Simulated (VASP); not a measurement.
# Al5BAs6 (P-4m2) in VASP: single point with PBE

Aim: the single point of Al5BAs6 with PBE.

Everything below comes from runs of VASP 6.6.1. Logs are shortened: lines on timing, memory, paths and dates and some standing lists are left out, and cuts for length are marked.

## 1. The cell of the first run

It takes space group P-4m2 (No. 115, tetragonal). The conventional cell has a = 3.779 Å, b = 3.779 Å, c = 16.035 Å, α = 90.00°, β = 90.00°, γ = 90.00°. Within 3.1 Å of Al (site symmetry 2mm) lie 4 As at 2.31 Å. Within 3.1 Å of Al (site symmetry 2mm) lie 4 As at 2.31 Å. Within 3.1 Å of Al (site symmetry -4m2) lie 4 As at 2.31 Å. B (site symmetry -4m2) has 4 As at 2.31 Å within 3.1 Å. As (site symmetry 2mm) has 2 B at 2.31 Å and 2 Al at 2.31 Å within 3.1 Å. Within 3.1 Å of As (site symmetry 2mm) lie 4 Al at 2.31 Å. As (site symmetry 2mm) has 4 Al at 2.31 Å within 3.1 Å.

## 2. Single point, PBE

INCAR

```
SYSTEM = Al5BAs6
PREC = Accurate
ENCUT = 520
EDIFF = 1E-6
ISMEAR = 0
SIGMA = 0.1
LREAL = .FALSE.
LASPH = .TRUE.
NELM = 60
ALGO = Normal
ISIF = 2
LWAVE = .FALSE.
LCHARG = .FALSE.
GGA = PE
NBANDS = 36
```

KPOINTS

```
regular mesh
0
G
  4 4 1
  0 0 0
```

POSCAR

```
Al5BAs6
1.0
    3.7794038500      0.0000000000      0.0000000000
    0.0000000000      3.7794038500      0.0000000000
    0.0000000000      0.0000000000     16.0346525600
Al B As
5 1 6
Direct
    0.0000000000      0.0000000000      0.8333333300
    0.0000000000      0.0000000000      0.1666666700
    0.5000000000      0.5000000000      0.3333333300
    0.0000000000      0.0000000000      0.5000000000
    0.5000000000      0.5000000000      0.6666666700
    0.5000000000      0.5000000000      0.0000000000
    0.5000000000      0.0000000000      0.9166666700
    0.0000000000      0.5000000000      0.0833333300
    0.5000000000      0.0000000000      0.2500000000
    0.0000000000      0.5000000000      0.4166666700
    0.5000000000      0.0000000000      0.5833333300
    0.0000000000      0.5000000000      0.7500000000
```

Potentials or basis: VASP PAW PBE potentials, release 64 (Al, B, As).

Launch:

```sh
cat potpaw_PBE.64/Al/POTCAR potpaw_PBE.64/B/POTCAR potpaw_PBE.64/As/POTCAR > POTCAR
mpirun -np 1 vasp_std > vasp.out
```

OUTCAR:

```text
SYSTEM = Al5BAs6
   PREC = Accurate
   ENCUT = 520
   EDIFF = 1E-6
   ISMEAR = 0
   LREAL = .FALSE.
   LASPH = .TRUE.
   NELM = 60
   ISIF = 2
   GGA = PE

 ion  position               nearest neighbor table
   1  0.000  0.000  0.833-  12 2.31  12 2.31   7 2.31   7 2.31
   2  0.000  0.000  0.167-   9 2.31   9 2.31   8 2.31   8 2.31
   3  0.500  0.500  0.333-   9 2.31   9 2.31  10 2.31  10 2.31
   4  0.000  0.000  0.500-  10 2.31  11 2.31  10 2.31  11 2.31
   5  0.500  0.500  0.667-  12 2.31  12 2.31  11 2.31  11 2.31
   6  0.500  0.500  0.000-   7 2.31   8 2.31   7 2.31   8 2.31
   7  0.500  0.000  0.917-   6 2.31   6 2.31   1 2.31   1 2.31
   8  0.000  0.500  0.083-   6 2.31   6 2.31   2 2.31   2 2.31
   9  0.500  0.000  0.250-   2 2.31   3 2.31   3 2.31   2 2.31
  10  0.000  0.500  0.417-   4 2.31   4 2.31   3 2.31   3 2.31
  11  0.500  0.000  0.583-   4 2.31   4 2.31   5 2.31   5 2.31
  12  0.000  0.500  0.750-   1 2.31   5 2.31   1 2.31   5 2.31

  LATTYP: Found a simple tetragonal cell.
 ALAT       =     3.7794038500
 C/A-ratio  =     4.2426406905

  Lattice vectors:

 A1 = (   3.7794038500,   0.0000000000,   0.0000000000)
 A2 = (   0.0000000000,   3.7794038500,   0.0000000000)
 A3 = (   0.0000000000,   0.0000000000,  16.0346525600)

Analysis of symmetry for initial positions (statically):
=====================================================================
 Subroutine PRICEL returns:
 Original cell was already a primitive cell.

 Routine SETGRP: Setting up the symmetry group for a
 simple tetragonal supercell.

 Subroutine GETGRP returns: Found  8 space group operations
 (whereof  8 operations were pure point group operations)
 out of a pool of 16 trial point group operations.

The static configuration has the point symmetry D_2d.

Analysis of symmetry for dynamics (positions and initial velocities):
=====================================================================
 Subroutine PRICEL returns:
 Original cell was already a primitive cell.

 Routine SETGRP: Setting up the symmetry group for a
 simple tetragonal supercell.

 Subroutine GETGRP returns: Found  8 space group operations
 (whereof  8 operations were pure point group operations)
 out of a pool of 16 trial point group operations.

The dynamic configuration has the point symmetry D_2d.

 Subroutine INISYM returns: Found  8 space group operations
 (whereof  8 operations are pure point group operations),
 and found     1 'primitive' translations

[... 106 lines left out ...]
   NELECT =      48.0000    total number of electrons
   NUPDOWN=      -1.0000    fix difference up-down
   EMIN   =  10.00;   EMAX   =-10.00  energy-range for DOS
   EFERMI =   0.00;   METHOD = LEGACY
   ISMEAR =     0;   SIGMA  =   0.10  broadening in eV -4-tet -1-fermi 0-gaus
   EFERMI_NEDOS =   21; number of points for ismear=-14 and -15
   IALGO  =     38    algorithm
   IMIX   =      4    mixing-type and parameters
     AMIX     =   0.40;   BMIX     =  1.00
     AMIX_MAG =   1.60;   BMIX_MAG =  1.00
  volume/ion in A,a.u.               =      19.09       128.80
  Fermi-wavevector in a.u.,A,eV,Ry     =   0.972418  1.837604 12.865637  0.945598
  Thomas-Fermi vector in A             =   2.102715
   LORBIT       =      0    0 simple, 1 ext, 2 COOP (PROOUT), +10 PAW based schemes
   GGA     = PE    functional components
   LHFCALC =     F    Hartree Fock is set to
   AEXX    =    0.0000 exact exchange contribution
   IVDW    =     0    specifies the selected vdW correction
   LEPSILON=     F    determine dielectric tensor
   LRPA    =     F    only Hartree local field effects (RPA)
 non-spin polarized calculation
 Gauss-broadening in eV      SIGMA  =   0.10
  energy-cutoff  :      520.00
  volume of cell :      229.04
 maximum number of plane-waves:      6200
   NGX = 15   NGY = 15   NGZ = 59

 number of electron      48.0000005 magnetization

 Free energy of the ion-electron system (eV)
  ---------------------------------------------------
  ext. energy  EPLUGINS =         0.00000000
  ---------------------------------------------------
  free energy    TOTEN  =       -54.46360581 eV

  energy without entropy =      -54.46360581  energy(sigma->0) =      -54.46360581

 E-fermi :   5.6358     XC(G=0):  -9.6347

 val. band max:        5.1571496663   @ k =   0.0000   0.0000   0.0000
 cond. band min:       6.2046178320   @ k =   0.5000   0.5000   0.0000
 fundamental gap:      1.0474681657
 Fermi energy:         5.6358040920

 k-point     1 :       0.0000    0.0000    0.0000
  band No.  band energies     occupation
      1      -7.9021      2.00000
      2      -7.4927      2.00000
      3      -7.2918      2.00000
      4      -6.2275      2.00000
      5      -6.1974      2.00000
      6      -5.2197      2.00000
[... 223 lines left out ...]
     35       9.4434      0.00000
     36       9.9113      0.00000

------------------------ aborting loop because EDIFF is reached ----------------------------------------

  FORCE on cell =-STRESS in cart. coord.  units (eV):
  Direction    XX          YY          ZZ          XY          YZ          ZX
  --------------------------------------------------------------------------------------
  -------------------------------------------------------------------------------------
  Total       22.6763829     22.6763829     20.1717158      0.0000000      0.0000000     -0.0000000
  in kB      158.6274008    158.6274008    141.1065803      0.0000000      0.0000000     -0.0000000
  external PRESSURE =     152.7871273 kB  Pullay stress =       0.0000000 kB

 VOLUME and BASIS-vectors are now :
 -----------------------------------------------------------------------------
  energy-cutoff  :      520.00
  volume of cell :      229.04
      direct lattice vectors                 reciprocal lattice vectors
     3.779403850  0.000000000  0.000000000     0.264591994  0.000000000  0.000000000
     0.000000000  3.779403850  0.000000000     0.000000000  0.264591994  0.000000000
     0.000000000  0.000000000 16.034652560     0.000000000  0.000000000  0.062364931

 POSITION                                       TOTAL-FORCE (eV/Angst)
 -----------------------------------------------------------------------------------
      0.00000      0.00000     13.36221        -0.000000      0.000000      0.244533
      0.00000      0.00000      2.67244        -0.000000      0.000000     -0.244533
      1.88970      1.88970      5.34488         0.000000     -0.000000     -0.004331
      0.00000      0.00000      8.01733        -0.000000      0.000000     -0.000000
      1.88970      1.88970     10.68977        -0.000000      0.000000      0.004331
      1.88970      1.88970      0.00000        -0.000000     -0.000000     -0.000000
      1.88970      0.00000     14.69843        -0.000000      0.000000      3.265557
      0.00000      1.88970      1.33622        -0.000000      0.000000     -3.265557
      1.88970      0.00000      4.00866        -0.000000      0.000000     -0.039414
      0.00000      1.88970      6.68111        -0.000000      0.000000      0.004452
      1.88970      0.00000      9.35355        -0.000000      0.000000     -0.004452
      0.00000      1.88970     12.02599        -0.000000      0.000000      0.039414
 -----------------------------------------------------------------------------------
    total drift:                                0.000000      0.000000     -0.000000

  FREE ENERGIE OF THE ION-ELECTRON SYSTEM (eV)
  ---------------------------------------------------
  free  energy   TOTEN  =       -54.4636058148 eV

  energy  without entropy=      -54.4636058148  energy(sigma->0) =      -54.46360581
```

OSZICAR:

```text
N       E                     dE             d eps       ncg     rms          rms(c)
DAV:   1     0.159636735102E+03    0.15964E+03   -0.18243E+04   432   0.111E+03
DAV:   2    -0.412779422598E+02   -0.20091E+03   -0.18858E+03   556   0.166E+02
DAV:   3    -0.556411355734E+02   -0.14363E+02   -0.14199E+02   560   0.447E+01
DAV:   4    -0.558870297994E+02   -0.24589E+00   -0.24528E+00   524   0.661E+00
DAV:   5    -0.558919004229E+02   -0.48706E-02   -0.48672E-02   584   0.970E-01    0.895E+00
DAV:   6    -0.547494031662E+02    0.11425E+01   -0.12904E+00   508   0.362E+00    0.531E+00
DAV:   7    -0.544630536978E+02    0.28635E+00   -0.12752E+00   516   0.371E+00    0.129E+00
DAV:   8    -0.544620892587E+02    0.96444E-03   -0.94630E-02   480   0.127E+00    0.364E-01
DAV:   9    -0.544631961743E+02   -0.11069E-02   -0.11402E-02   520   0.373E-01    0.131E-01
DAV:  10    -0.544633439633E+02   -0.14779E-03   -0.37674E-04   548   0.977E-02    0.632E-02
DAV:  11    -0.544635951376E+02   -0.25117E-03   -0.38064E-04   472   0.808E-02    0.141E-02
DAV:  12    -0.544636027827E+02   -0.76451E-05   -0.19059E-05   548   0.225E-02    0.733E-03
DAV:  13    -0.544636054152E+02   -0.26325E-05   -0.92954E-06   468   0.127E-02    0.244E-03
DAV:  14    -0.544636058148E+02   -0.39962E-06   -0.32775E-07   320   0.307E-03
   1 F= -.54463606E+02 E0= -.54463606E+02  d E =-.791131E-12
```

stdout:

```text
POSCAR found type information on POSCAR AlB As
 POSCAR found :  3 types and      12 ions
 scaLAPACK will be used
 LDA part: xc-table for (Slater+PW92), standard interpolation
 POSCAR, INCAR and KPOINTS ok, starting setup
 FFT: planning ... GRIDC
 FFT: planning ... GRID_SOFT
 FFT: planning ... GRID
 WAVECAR not read
 entering main loop
```

It took 1.7 min on 1 thread of Intel Xeon 8259CL, shared host; peak memory 0.3 GiB.

What came out:

```
Free energy            : -54.4636 eV
Pressure               : 15.3 GPa
Largest force          : 3.266 eV/Å
Band gap on the k mesh : 1.05 eV, indirect (least direct gap 1.06 eV)
```

Forces on the atoms (eV/Å):
```
Al   0.000  0.000  0.245
Al   0.000  0.000 -0.245
Al   0.000  0.000 -0.004
Al   0.000  0.000  0.000
Al   0.000  0.000  0.004
B    0.000  0.000  0.000
As   0.000  0.000  3.266
As   0.000  0.000 -3.266
As   0.000  0.000 -0.039
As   0.000  0.000  0.004
As   0.000  0.000 -0.004
As   0.000  0.000  0.039
```

Stress tensor (GPa, compression positive):
```
15.86  0.00  0.00
 0.00 15.86  0.00
 0.00  0.00 14.11
```

Caveat: forces of over 1 eV/Å act on the atoms, so gaps and moduli don't describe the material at rest. A k mesh can miss the band edges.
